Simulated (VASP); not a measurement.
CuO:

```
Cu O
1.0
     2.55255    0.00000    0.00000
     0.00000    2.55255    0.00000
     0.00000    0.00000    2.55255
Cu O
1 1
Direct
  0.00000 0.00000 0.00000
  0.50000 0.50000 0.50000
```

| Quantity | Value |
| --- | --- |
| Program | VASP 6.6.1 |
| Task | relaxation of cell and atoms |
| Functional | PBE |
| Potentials or basis | VASP PAW PBE potentials, release 64 (Cu_sv_GW, O) |
| Cutoff | 820 eV |
| k mesh | 10 × 10 × 10 |
| Occupations | fermi-dirac, width 0.05 eV |
| Spin | no spin polarisation |
| Hubbard terms | Cu d U = 2.0 eV |

At the start: pressure 18.8 GPa; volume 8.32 Å³/atom.

Problem. Where does the relaxation end?

Solution. Over 3 steps the energy falls by 39.6 meV/atom and the volume is 9.05 Å³/atom (+8.8 %); space group Pm-3m (No. 221, to 0.1 Å) before and after.

Step by step:
| step | energy change (eV) | largest force (eV/Å) | pressure (GPa) | volume (Å³) |
| --- | --- | --- | --- | --- |
| 1 | 0.0000 | 0.0000 | 18.82 | 16.63 |
| 2 | -0.0499 | 0.0000 | -8.83 | 19.09 |
| 3 | -0.0792 | 0.0000 | -0.11 | 18.09 |

Final structure:
```
Cu O
1.0
     2.62510    0.00000    0.00000
     0.00000    2.62510    0.00000
     0.00000    0.00000    2.62510
Cu O
1 1
Cartesian
  0.0000 0.0000 0.0000
  1.3126 1.3126 1.3126
```

Caveat: an odd number of electrons without spin polarisation forces a metal; a magnetic or distorted state may lie lower; U without spin polarisation on a metal has little footing.
